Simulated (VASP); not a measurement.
# CoSi2 (Cm) in VASP: a series of runs

The runs below take CoSi2 through single point, with PBE.

Everything below comes from runs of VASP 6.6.1. Logs are shortened: lines on timing, memory, paths and dates and some standing lists are left out, and cuts for length are marked.

## Step 1: The cell of the first run

Symmetry: Cm, No. 8, monoclinic system. Conventional cell: a = 5.360 Å, b = 5.360 Å, c = 3.790 Å, α = 90.00°, β = 135.00°, γ = 90.00°. Co (site symmetry m) has 8 Si at 2.10 to 2.55 Å within 2.8 Å. Si (site symmetry 1) has 4 Co at 2.10 to 2.55 Å and 5 Si at 2.35 to 2.70 Å within 2.8 Å.

## Step 2: Single point, PBE (atoms displaced along several vibrational modes)

INCAR

```
ALGO = Normal ; EDIFF = 1E-7
ENCUT = 520 ; GGA = PE
ISIF = 2 ; ISMEAR = 0
LASPH = True ; LCHARG = True
LELF = True ; LREAL = False
LVHAR = True ; LWAVE = False
NBANDS = 16 ; NELM = 80
PREC = Accurate ; SIGMA = 0.15
```

KPOINTS

```
k-points
0
Gamma
  12 12 12
```

POSCAR

```
CoSi2
1.0
    0.0000000000      2.6801763726      2.6801763726
    2.6801763726      0.0000000000      2.6801763726
    2.6801763726      2.6801763726      0.0000000000
Co Si
1 2
Direct
   -0.0208035254      0.0208035254     -0.0208035254
    0.3024219232      0.1975780768      0.2412319203
    0.7412319203      0.7587680797      0.8024219232
```

Potentials or basis: VASP PAW PBE potentials, release 64 (Co, Si).

Launch:

```
$ cat potpaw_PBE.64/Co/POTCAR potpaw_PBE.64/Si/POTCAR > POTCAR
$ mpirun -np 1 vasp_std > vasp.out
```

OUTCAR:

```text
EDIFF = 1E-7
   ENCUT = 520
   GGA = PE
   ISIF = 2
   ISMEAR = 0
   LASPH = True
   LREAL = False
   NELM = 80
   PREC = Accurate

 ion  position               nearest neighbor table
   1  0.979  0.021  0.979-   3 2.10   2 2.10   3 2.30   2 2.30   2 2.37   3 2.37   2 2.55   3 2.55

   2  0.302  0.198  0.241-   1 2.10   1 2.30   3 2.35   1 2.37   1 2.55   3 2.70   3 2.70   3 2.70
                             3 2.70   3 3.01
   3  0.741  0.759  0.802-   1 2.10   1 2.30   2 2.35   1 2.37   1 2.55   2 2.70   2 2.70   2 2.70
                             2 2.70   2 3.01

  LATTYP: Found a face centered cubic cell.
 ALAT       =     5.3603527452

  Lattice vectors:

 A1 = (   0.0000000000,   2.6801763726,   2.6801763726)
 A2 = (   2.6801763726,   0.0000000000,   2.6801763726)
 A3 = (   2.6801763726,   2.6801763726,   0.0000000000)

Analysis of symmetry for initial positions (statically):
=====================================================================
 Subroutine PRICEL returns:
 Original cell was already a primitive cell.

 Routine SETGRP: Setting up the symmetry group for a
 face centered cubic supercell.

 Subroutine GETGRP returns: Found  2 space group operations
 (whereof  2 operations were pure point group operations)
 out of a pool of 48 trial point group operations.

The static configuration has the point symmetry C_1h.

Analysis of symmetry for dynamics (positions and initial velocities):
=====================================================================
 Subroutine PRICEL returns:
 Original cell was already a primitive cell.

 Routine SETGRP: Setting up the symmetry group for a
 face centered cubic supercell.

 Subroutine GETGRP returns: Found  2 space group operations
 (whereof  2 operations were pure point group operations)
 out of a pool of 48 trial point group operations.

The dynamic configuration has the point symmetry C_1h.

 Subroutine INISYM returns: Found  2 space group operations
 (whereof  2 operations are pure point group operations),
 and found     1 'primitive' translations

----------------------------------------------------------------------------------------

                                     Primitive cell

  volume of cell :      38.5053

  direct lattice vectors                    reciprocal lattice vectors
     0.000000000  2.680176373  2.680176373    -0.186554887  0.186554887  0.186554887
     2.680176373  0.000000000  2.680176373     0.186554887 -0.186554887  0.186554887
     2.680176373  2.680176373  0.000000000     0.186554887  0.186554887 -0.186554887

  length of vectors
     3.790341776  3.790341776  3.790341776     0.323122542  0.323122542  0.323122542

  position of ions in fractional coordinates (direct lattice)
     0.979196475  0.020803525  0.979196475
     0.302421923  0.197578077  0.241231920
     0.741231920  0.758768080  0.802421923

  ion indices of the primitive-cell ions
   primitive index   ion index
                 1           1
                 2           2
                 3           3

----------------------------------------------------------------------------------------

 KPOINTS: k-points

Automatic generation of k-mesh.
 Grid dimensions read from file:
 generate k-points for:   12   12   12

 Generating k-lattice:

  Cartesian coordinates                     Fractional coordinates (reciprocal lattice)
    -0.015546241  0.015546241  0.015546241     0.083333333  0.000000000  0.000000000
     0.015546241 -0.015546241  0.015546241     0.000000000  0.083333333  0.000000000
     0.015546241  0.015546241 -0.015546241     0.000000000  0.000000000  0.083333333

  Length of vectors
     0.026926879  0.026926879  0.026926879

  Shift w.r.t. Gamma in fractional coordinates (k-lattice)
     0.000000000  0.000000000  0.000000000

 Subroutine IBZKPT returns following result:
 ===========================================

 Found    476 irreducible k-points:

 Following reciprocal coordinates:
            Coordinates               Weight
  0.000000  0.000000  0.000000      1.000000
  0.083333  0.000000  0.000000      4.000000
  0.000000  0.083333  0.000000      4.000000
  0.166667  0.000000  0.000000      4.000000
  0.000000  0.166667  0.000000      4.000000
  0.250000  0.000000  0.000000      4.000000
[... 16 lines left out ...]
  0.250000  0.083333  0.000000      4.000000
  0.000000  0.250000  0.083333      4.000000
 [... further k-points ...]
   k-points           NKPTS =    476   k-points in BZ     NKDIM =    476   number of bands    NBANDS=     16
   number of dos      NEDOS =    301   number of ions     NIONS =      3
   total plane-waves  NPLWV =  21952
   dimension x,y,z NGX =    28 NGY =   28 NGZ =   28
   dimension x,y,z NGXF=    56 NGYF=   56 NGZF=   56
   ions per type =               1   2
   NGX,Y,Z   is equivalent  to a cutoff of  12.28, 12.28, 12.28 a.u.
   NGXF,Y,Z  is equivalent  to a cutoff of  24.56, 24.56, 24.56 a.u.
 SYSTEM =  unknown system
   PREC   = accura    normal or accurate (medium, high low for compatibility)
   ISTART =      0    job   : 0-new  1-cont  2-samecut
   ICHARG =      2    charge: 1-file 2-atom 10-const
   ISPIN  =      1    spin polarized calculation?
   LNONCOLLINEAR =      F non collinear calculations
   LSORBIT =      F    spin-orbit coupling
   LASPH  =      T    aspherical Exc in radial PAW
   ENCUT  =  520.0 eV  38.22 Ry    6.18 a.u.   7.05  7.05  7.05*2*pi/ulx,y,z
   NELM   =     80;   NELMIN=  2; NELMDL= -5     # of ELM steps
   EDIFF  = 0.1E-06   stopping-criterion for ELM
   LREAL  =      F    real-space projection
   EDIFFG = 0.1E-05   stopping-criterion for IOM
   NSW    =      0    number of steps for IOM
   IBRION =     -1    ionic relax: 0-MD 1-quasi-New 2-CG
   NFREE  =      0    steps in history (QN), initial steepest desc. (CG)
   ISIF   =      2    stress and relaxation
   ISYM   =      2    0-nonsym 1-usesym 2-fastsym
   POTIM  = 0.5000    time-step for ionic-motion
   TEBEG  =    0.0;   TEEND  =   0.0 temperature during run
   PSTRESS=    0.0 pullay stress
   NELECT =      17.0000    total number of electrons
   NUPDOWN=      -1.0000    fix difference up-down
   EMIN   =  10.00;   EMAX   =-10.00  energy-range for DOS
   EFERMI =   0.00;   METHOD = LEGACY
   ISMEAR =     0;   SIGMA  =   0.15  broadening in eV -4-tet -1-fermi 0-gaus
   EFERMI_NEDOS =   21; number of points for ismear=-14 and -15
   IALGO  =     38    algorithm
   IMIX   =      4    mixing-type and parameters
     AMIX     =   0.40;   BMIX     =  1.00
     AMIX_MAG =   1.60;   BMIX_MAG =  1.00
  volume/ion in A,a.u.               =      12.84        86.62
  Fermi-wavevector in a.u.,A,eV,Ry     =   1.246573  2.355682 21.142700  1.553945
  Thomas-Fermi vector in A             =   2.380744
   LORBIT       =      0    0 simple, 1 ext, 2 COOP (PROOUT), +10 PAW based schemes
   GGA     = PE    functional components
   LHFCALC =     F    Hartree Fock is set to
   AEXX    =    0.0000 exact exchange contribution
   IVDW    =     0    specifies the selected vdW correction
   LEPSILON=     F    determine dielectric tensor
   LRPA    =     F    only Hartree local field effects (RPA)
 non-spin polarized calculation
 Gauss-broadening in eV      SIGMA  =   0.15
  energy-cutoff  :      520.00
  volume of cell :       38.51
 maximum number of plane-waves:      1056
   NGX = 15   NGY = 15   NGZ = 15

 number of electron      16.9999997 magnetization

 Free energy of the ion-electron system (eV)
  ---------------------------------------------------
  ext. energy  EPLUGINS =         0.00000000
  ---------------------------------------------------
  free energy    TOTEN  =       -18.64647338 eV

  energy without entropy =      -18.63487418  energy(sigma->0) =      -18.64067378

 E-fermi :  10.1267     XC(G=0): -11.7109

 val. band max:       10.1243349421   @ k =   0.1667   0.1667  -0.4167
 cond. band min:      10.1300658403   @ k =   0.0000   0.3333   0.0000
 fundamental gap:      0.0057308983
 Fermi energy:        10.1267220392

 k-point     1 :       0.0000    0.0000    0.0000
  band No.  band energies     occupation
      1      -3.1300      2.00000
      2       5.7301      2.00000
      3       5.7953      2.00000
      4       6.2078      2.00000
      5       8.0140      2.00000
      6       8.1907      2.00000
[... 8 lines left out ...]
     15      16.0924      0.00000
     16      16.7884      0.00000

 k-point     2 :       0.0833    0.0000    0.0000
  band No.  band energies     occupation
      1      -3.0239      2.00000
      2       5.5293      2.00000
      3       5.8168      2.00000
      4       6.2421      2.00000
      5       7.9686      2.00000
      6       8.1448      2.00000
[... 8 lines left out ...]
     15      15.9069      0.00000
     16      16.5565      0.00000

 k-point     3 :       0.0000    0.0833    0.0000
  band No.  band energies     occupation
      1      -3.0284      2.00000
      2       5.5889      2.00000
      3       5.8357      2.00000
      4       6.0855      2.00000
      5       7.9910      2.00000
      6       8.1715      2.00000
[... 8 lines left out ...]
     15      16.0107      0.00000
     16      16.4782      0.00000

 k-point     4 :       0.1667    0.0000    0.0000
  band No.  band energies     occupation
      1      -2.7074      2.00000
      2       4.8901      2.00000
      3       5.9784      2.00000
      4       6.3312      2.00000
      5       7.8711      2.00000
      6       8.0313      2.00000
[... 8 lines left out ...]
     15      16.1662      0.00000
     16      16.5970      0.00000
[... 324 lines left out ...]
 k-point    22 :       0.0833   -0.0833   -0.0833
  band No.  band energies     occupation
      1      -2.7478      2.00000
      2       5.0340      2.00000
      3       5.9126      2.00000
      4       6.2316      2.00000
      5       7.8762      2.00000
      6       8.0635      2.00000
[... 8 lines left out ...]
     15      16.5448      0.00000
     16      17.1549      0.00000

 k-point    23 :       0.2500    0.0833    0.0000
  band No.  band energies     occupation
      1      -2.2902      2.00000
      2       4.3229      2.00000
      3       6.0714      2.00000
      4       6.3987      2.00000
      5       7.5280      2.00000
      6       8.1231      2.00000
[... 8 lines left out ...]
     15      17.3473      0.00000
     16      17.8224      0.00000

 k-point    24 :       0.0000    0.2500    0.0833
  band No.  band energies     occupation
      1      -2.3200      2.00000
      2       4.3107      2.00000
      3       5.9719      2.00000
      4       6.0826      2.00000
      5       7.8681      2.00000
      6       8.0837      2.00000
[... 8 lines left out ...]
     15      17.4096      0.00000
     16      17.9175      0.00000

 [... further k-points ...]

------------------------ aborting loop because EDIFF is reached ----------------------------------------

  FORCE on cell =-STRESS in cart. coord.  units (eV):
  Direction    XX          YY          ZZ          XY          YZ          ZX
  --------------------------------------------------------------------------------------
  -------------------------------------------------------------------------------------
  Total        3.2071939      1.1344994      1.8768003      0.0000000      3.1036706      0.0000000
  in kB      133.4491088     47.2057320     78.0923555      0.0000000    129.1415786      0.0000000
  external PRESSURE =      86.2490655 kB  Pullay stress =       0.0000000 kB

 VOLUME and BASIS-vectors are now :
 -----------------------------------------------------------------------------
  energy-cutoff  :      520.00
  volume of cell :       38.51
      direct lattice vectors                 reciprocal lattice vectors
     0.000000000  2.680176373  2.680176373    -0.186554887  0.186554887  0.186554887
     2.680176373  0.000000000  2.680176373     0.186554887 -0.186554887  0.186554887
     2.680176373  2.680176373  0.000000000     0.186554887  0.186554887 -0.186554887

 POSITION                                       TOTAL-FORCE (eV/Angst)
 -----------------------------------------------------------------------------------
      2.68018      5.24884      2.68018         0.000000      2.890131      1.649503
      1.17609      1.45709      1.34009         2.376766     -1.445066     -0.824752
      4.18426      4.13726      4.02026        -2.376766     -1.445066     -0.824752
 -----------------------------------------------------------------------------------
    total drift:                                0.000001     -0.000337     -0.000051

  FREE ENERGIE OF THE ION-ELECTRON SYSTEM (eV)
  ---------------------------------------------------
  free  energy   TOTEN  =       -18.6464733829 eV

  energy  without entropy=      -18.6348741795  energy(sigma->0) =      -18.64067378
```

Run time: 3.8 min. Hardware: 1 thread of AMD EPYC 7R13 (Zen 3), shared host; peak memory 0.36 GiB.

Results:

| Item | Value |
| --- | --- |
| Free energy | -18.6465 eV |
| Pressure | 8.6 GPa |
| Largest force | 3.328 eV/Å |
| Band gap on the k mesh | zero (an odd number of electrons rules out a gap without spin polarisation) |

Forces in eV/Å, atoms in the order of the input:
```
Co   0.000  2.890  1.650
Si   2.377 -1.445 -0.825
Si  -2.377 -1.445 -0.825
```

Stress tensor (GPa, compression positive):
```
13.34  0.00  0.00
 0.00  4.72 12.91
 0.00 12.91  7.81
```

Caveat: the cell differs from its parent crystal (atoms displaced along several vibrational modes); the stress differs along the axes, from 5 to 13 GPa; an odd number of electrons without spin polarisation forces a metal; a magnetic or distorted state may lie lower. Spin polarisation is off, so any magnetic state and its effect on volume and gap are missing.

(Part 1 of 2 ends here.)
